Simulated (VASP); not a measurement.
# Sb (R-3m) in VASP: further runs

The runs below take Sb through single point, with PBE+D3(BJ), PBEsol.

Everything below comes from runs of VASP 6.6.1. Logs are shortened: lines on timing, memory, paths and dates and some standing lists are left out, and cuts for length are marked.

## Step 1: The cell of the first run

Symmetry: R-3m, No. 166, trigonal system. The conventional cell has a = 4.323 Å, b = 4.323 Å, c = 11.039 Å, α = 90.00°, β = 90.00°, γ = 120.00°. Within 3.9 Å of Sb (site symmetry 3m) lie 6 Sb at 2.93 to 3.29 Å.

## Step 2: Single point, PBE+D3(BJ)

File POSCAR:

```
Sb
1.0
    2.1616083304      1.2480051515      3.6796745313
   -2.1616083304      1.2480051515      3.6796745313
    0.0000000000     -2.4960103029      3.6796745313
Sb
2
Direct
    0.2361487230      0.2361487230      0.2361487230
    0.7638512770      0.7638512770      0.7638512770
```

File INCAR.step1:

```
SYSTEM = Sb
ALGO = Normal
EDIFF = 1E-6
ENCUT = 520
GGA = PE
ISIF = 2
ISMEAR = 0
IVDW = 12
LASPH = .True.
LCHARG = .True.
LREAL = .False.
LWAVE = .False.
NBANDS = 12
NELM = 60
PREC = Accurate
SIGMA = 0.1
```

File KPOINTS.step1:

```
k-points
0
Gamma
  12 12 12
  0 0 0
```

File INCAR.step2:

```
SYSTEM = Sb
ALGO = Normal
EDIFF = 1E-6
ENCUT = 520
GGA = PE
ICHARG = 11
ISIF = 2
ISMEAR = -5
IVDW = 12
LASPH = .True.
LCHARG = .False.
LORBIT = 11
LREAL = .False.
LWAVE = .False.
NBANDS = 12
NEDOS = 2001
NELM = 60
PREC = Accurate
SIGMA = 0.1
```

File KPOINTS.step2:

```
k-points
0
Gamma
  18 18 18
  0 0 0
```

Potentials or basis: VASP PAW PBE potentials, release 64 (Sb).

Started as:

```console
$ cat potpaw_PBE.64/Sb/POTCAR > POTCAR
$ cp INCAR.step1 INCAR
$ cp KPOINTS.step1 KPOINTS
$ mpirun -np 1 vasp_std > vasp.out
$ cp INCAR.step2 INCAR
$ cp KPOINTS.step2 KPOINTS
$ mpirun -np 1 vasp_std > vasp.out
```

OUTCAR:

```text
SYSTEM = Sb
   EDIFF = 1E-6
   ENCUT = 520
   GGA = PE
   ICHARG = 11
   ISIF = 2
   ISMEAR = -5
   IVDW = 12
   LASPH = .True.
   LORBIT = 11
   LREAL = .False.
   NELM = 60
   PREC = Accurate
 IVDW          = 12

 ion  position               nearest neighbor table
   1  0.236  0.236  0.236-   2 2.93   2 2.93   2 2.93   2 3.29   2 3.29   2 3.29
   2  0.764  0.764  0.764-   1 2.93   1 2.93   1 2.93   1 3.29   1 3.29   1 3.29

  LATTYP: Found a trigonal (rhomboedric) cell.
 ALAT       =     4.4463549216
 COS(alpha) =     0.5273107196

  Lattice vectors:

 A1 = (   2.1616083304,   1.2480051515,   3.6796745313)
 A2 = (  -2.1616083304,   1.2480051515,   3.6796745313)
 A3 = (   0.0000000000,  -2.4960103029,   3.6796745313)

Analysis of symmetry for initial positions (statically):
=====================================================================
 Subroutine PRICEL returns:
 Original cell was already a primitive cell.

 Routine SETGRP: Setting up the symmetry group for a
 trigonal (rhombohedral) supercell.

 Subroutine GETGRP returns: Found 12 space group operations
 (whereof 12 operations were pure point group operations)
 out of a pool of 12 trial point group operations.

The static configuration has the point symmetry D_3d.

Analysis of symmetry for dynamics (positions and initial velocities):
=====================================================================
 Subroutine PRICEL returns:
 Original cell was already a primitive cell.

 Routine SETGRP: Setting up the symmetry group for a
 trigonal (rhombohedral) supercell.

 Subroutine GETGRP returns: Found 12 space group operations
 (whereof 12 operations were pure point group operations)
 out of a pool of 12 trial point group operations.

The dynamic configuration has the point symmetry D_3d.

 Subroutine INISYM returns: Found 12 space group operations
 (whereof 12 operations are pure point group operations),
 and found     1 'primitive' translations

----------------------------------------------------------------------------------------

                                     Primitive cell

  volume of cell :      59.5599

  direct lattice vectors                    reciprocal lattice vectors
     2.161608330  1.248005151  3.679674531     0.231309249  0.133546457  0.090587722
    -2.161608330  1.248005151  3.679674531    -0.231309249  0.133546457  0.090587722
     0.000000000 -2.496010303  3.679674531     0.000000000 -0.267092915  0.090587722

  length of vectors
     4.446354922  4.446354922  4.446354922     0.282036807  0.282036807  0.282036807

  position of ions in fractional coordinates (direct lattice)
[... 101 lines left out ...]
     AMIX_MAG =   1.60;   BMIX_MAG =  1.00
  volume/ion in A,a.u.               =      29.78       200.97
  Fermi-wavevector in a.u.,A,eV,Ry     =   0.903144  1.706694 11.097842  0.815668
  Thomas-Fermi vector in A             =   2.026433
   LORBIT       =     11    0 simple, 1 ext, 2 COOP (PROOUT), +10 PAW based schemes
   GGA     = PE    functional components
   LHFCALC =     F    Hartree Fock is set to
   AEXX    =    0.0000 exact exchange contribution
   IVDW    =    12    specifies the selected vdW correction
   LEPSILON=     F    determine dielectric tensor
   LRPA    =     F    only Hartree local field effects (RPA)
 non-spin polarized calculation
 Fermi weights with tetrahedron method with Bloechl corrections
  energy-cutoff  :      520.00
  volume of cell :       59.56
 maximum number of plane-waves:      1619
 NGX is ok and might be reduce to    36

 number of electron      10.0000000 magnetization

 Free energy of the ion-electron system (eV)
  ---------------------------------------------------
  ext. energy  EPLUGINS =         0.00000000
  ---------------------------------------------------
  free energy    TOTEN  =        -8.24245189 eV

  energy without entropy =       -8.24245189  energy(sigma->0) =       -8.24245189

 E-fermi :   7.3940     XC(G=0):  -9.6023

 val. band max:        7.5037651603   @ k =   0.3333   0.1667   0.1667
 cond. band min:       7.2619849143   @ k =   0.5000  -0.0000   0.0000
 fundamental gap:     -0.2417802460
 Fermi energy:         7.3940046062

 k-point     1 :       0.0000    0.0000    0.0000
  band No.  band energies     occupation
      1      -5.3240      2.00000
      2       2.7325      2.00000
      3       5.4507      2.00000
      4       5.5920      2.00000
      5       5.5920      2.00000
      6       9.7627      0.00000
      7      10.2480      0.00000
      8      10.2480      0.00000
      9      12.3633      0.00000
     10      12.3633      0.00000
     11      12.5240      0.00000
     12      14.0311      0.00000
[... 331 lines left out ...]
 k-point    24 :      -0.2222    0.0556   -0.0000
  band No.  band energies     occupation
      1      -4.6505      2.00000
      2       0.5190      2.00000
      3       5.0732      2.00000
      4       5.8878      2.00000
      5       6.5153      2.00000
      6       8.4094      0.00000
      7       8.4838      0.00000
      8       9.7359      0.00000
      9      12.1020      0.00000
     10      12.8484      0.00000
     11      13.7879      0.00000
     12      16.3279      0.00000

 [... further k-points ...]

------------------------ aborting loop because EDIFF is reached ----------------------------------------

 Edisp (eV)   -0.95916

 E8    (eV) :    -0.4475

  FORCE on cell =-STRESS in cart. coord.  units (eV):
  Direction    XX          YY          ZZ          XY          YZ          ZX
  --------------------------------------------------------------------------------------
  -------------------------------------------------------------------------------------
  Total       0.03277     0.03277     0.02864     0.00000     0.00000     0.00000
  in kB       0.88150     0.88150     0.77050     0.00000     0.00000     0.00000
  external pressure =        0.84 kB  Pullay stress =        0.00 kB

 VOLUME and BASIS-vectors are now :
 -----------------------------------------------------------------------------
  energy-cutoff  :      520.00
  volume of cell :       59.56
      direct lattice vectors                 reciprocal lattice vectors
     2.161608330  1.248005151  3.679674531     0.231309249  0.133546457  0.090587722
    -2.161608330  1.248005151  3.679674531    -0.231309249  0.133546457  0.090587722
     0.000000000 -2.496010303  3.679674531     0.000000000 -0.267092915  0.090587722

 POSITION                                       TOTAL-FORCE (eV/Angst)
 -----------------------------------------------------------------------------------
      0.00000      0.00000      2.60685         0.000000      0.000000      0.055668
      0.00000      0.00000      8.43217         0.000000     -0.000000     -0.055668
 -----------------------------------------------------------------------------------
    total drift:                                0.000000     -0.000000      0.000000

  FREE ENERGIE OF THE ION-ELECTRON SYSTEM (eV)
  ---------------------------------------------------
  free  energy   TOTEN  =        -9.2016151212 eV

  energy  without entropy=       -9.2016151212  energy(sigma->0) =       -9.20161512

 total charge

# of ion       s       p       d       tot
------------------------------------------
    1        1.213   1.148   0.037   2.398
    2        1.213   1.148   0.037   2.398
--------------------------------------------------
tot          2.426   2.296   0.073   4.796
```

OUTCAR.step1:

```text
SYSTEM = Sb
   EDIFF = 1E-6
   ENCUT = 520
   GGA = PE
   ISIF = 2
   ISMEAR = 0
[... 590 lines left out ...]
      0.00000      0.00000      2.60685         0.000000      0.000000      0.042479
      0.00000      0.00000      8.43217         0.000000     -0.000000     -0.042479
 -----------------------------------------------------------------------------------
    total drift:                                0.000000     -0.000000      0.000000

  FREE ENERGIE OF THE ION-ELECTRON SYSTEM (eV)
  ---------------------------------------------------
  free  energy   TOTEN  =        -9.2047874858 eV

  energy  without entropy=       -9.2041314114  energy(sigma->0) =       -9.20445945
```

Wall time 1.9 min (1 thread of Intel Xeon 6975P-C (Granite Rapids), shared host); peak memory 0.48 GiB.

Results:

| Quantity | Value |
| --- | --- |
| Valence electrons inside the program's atomic spheres | Sb 2.40 |
| Dispersion energy per atom | -0.480 eV |

Levels at points of the mesh, in eV from the Fermi level:
```
           k point  band 1  band 2  band 3  band 4  band 5  band 6  band 7  band 8  band 9  band 10
(0.00, 0.00, 0.00)  -12.72   -4.66   -1.94   -1.80   -1.80    2.37    2.85    2.85    4.97     4.97
(0.50, 0.00, 0.00)  -10.30   -9.69   -1.73   -1.56   -0.29   -0.13    0.26    0.31    7.91     8.56
(0.50, 0.50, 0.00)  -10.30   -7.86   -5.55   -3.75   -3.71    1.65    5.10    5.50    7.16     8.80
(0.50, 0.50, 0.50)  -10.96   -9.12   -1.24   -1.24   -0.42   -0.03   -0.03    0.98    7.36     8.83
```

Caveat: spin-orbit coupling is left out, which moves the levels of the heavy elements; tetrahedron occupations give inexact forces and stress in metals.

## Step 3: Single point, PBEsol

POSCAR is that of step 2.

File INCAR.step1:

```
ALGO = Normal
EDIFF = 1E-6
ENCUT = 520
GGA = PS
ISIF = 2
ISMEAR = 0
LASPH = True
LCHARG = True
LREAL = False
LWAVE = False
NBANDS = 12
NELM = 60
PREC = Accurate
SIGMA = 0.1
```

File KPOINTS.step1:

```
k-points
0
Gamma
  12 12 12
```

File INCAR.step2:

```
ALGO = Normal
EDIFF = 1E-6
ENCUT = 520
GGA = PS
ICHARG = 11
ISIF = 2
ISMEAR = -5
LASPH = True
LCHARG = False
LORBIT = 10
LREAL = False
LWAVE = False
NEDOS = 1001
NELM = 60
PREC = Accurate
SIGMA = 0.1
```

File KPOINTS.step2:

```
k-points
0
Gamma
  18 18 18
```

Potentials or basis: VASP PAW PBE potentials, release 64 (Sb).

Started as:

```console
$ cat potpaw_PBE.64/Sb/POTCAR > POTCAR
$ cp INCAR.step1 INCAR
$ cp KPOINTS.step1 KPOINTS
$ mpirun -np 1 vasp_std > vasp.out
$ cp INCAR.step2 INCAR
$ cp KPOINTS.step2 KPOINTS
$ mpirun -np 1 vasp_std > vasp.out
```

Run time: 97 s. Hardware: 1 thread of Intel Xeon 6975P-C (Granite Rapids), shared host; peak memory 0.43 GiB.

The run converged. Its results:

```yaml
Valence_electrons_inside_the_program's_atomic_spheres: Sb 2.40
```

Levels at points of the mesh, in eV from the Fermi level:
| k point | band 3 | band 4 | band 5 | band 6 | band 7 | band 8 |
| --- | --- | --- | --- | --- | --- | --- |
| (0.00, 0.00, 0.00) | -1.92 | -1.77 | -1.77 | 2.38 | 2.87 | 2.87 |
| (0.50, 0.00, 0.00) | -1.71 | -1.53 | -0.27 | -0.15 | 0.25 | 0.32 |
| (0.50, 0.50, 0.00) | -5.55 | -3.73 | -3.69 | 1.61 | 5.11 | 5.51 |
| (0.50, 0.50, 0.50) | -1.21 | -1.21 | -0.44 | -0.01 | -0.01 | 0.97 |

Caveat: the PAW data sets were made with another functional, which shifts forces and pressure a little; spin-orbit coupling is left out, which moves the levels of the heavy elements; tetrahedron occupations give inexact forces and stress in metals.

(Part 1 of 2 ends here.)
